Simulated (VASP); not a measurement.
A run of VASP 6.6.1 is set up as follows.

The input INCAR:

```
SYSTEM = Rb2Ir
PREC = Accurate
ENCUT = 600
EDIFF = 1E-6
ISMEAR = 0
SIGMA = 0.1
LREAL = .FALSE.
LASPH = .TRUE.
NELM = 100
ALGO = Normal
ISIF = 3
LWAVE = .FALSE.
LCHARG = .FALSE.
GGA = PE
IBRION = 2
NSW = 90
EDIFFG = -0.04
```

KPOINTS

```
Automatic mesh
0
G
  4 4 4
  0 0 0
```

Contents of POSCAR:

```
Rb2Ir
1.0
    0.0000000000      3.6022127204      3.6022127204
    3.6022127204      0.0000000000      3.6022127204
    3.6022127204      3.6022127204      0.0000000000
Rb Ir
2 1
Direct
    0.2500000000      0.2500000000      0.2500000000
    0.7500000000      0.7500000000      0.7500000000
    0.0000000000      0.0000000000      0.0000000000
```

Potentials or basis: VASP PAW PBE potentials, release 64 (Rb_sv, Ir).

Launch:

```sh
$ cat potpaw_PBE.64/Rb_sv/POTCAR potpaw_PBE.64/Ir/POTCAR > POTCAR
$ mpirun -np 1 vasp_std > vasp.out
```

(1) Predict the relaxed cell.

(2) Predict the space group after relaxing (to 0.05 Å).

(3) What does it give for the relaxed volume?

Answers

(1) a = 5.693 Å, b = 5.693 Å, c = 5.693 Å, α = 60.00°, β = 60.00°, γ = 60.00°.

(2) Fm-3m (No. 225).

(3) 43.49 Å³/atom.

Caveat: the k points lie up to 0.34 Å⁻¹ apart in the final cell; the volume moved by over 15 % at a fixed basis, so the end points are rough.
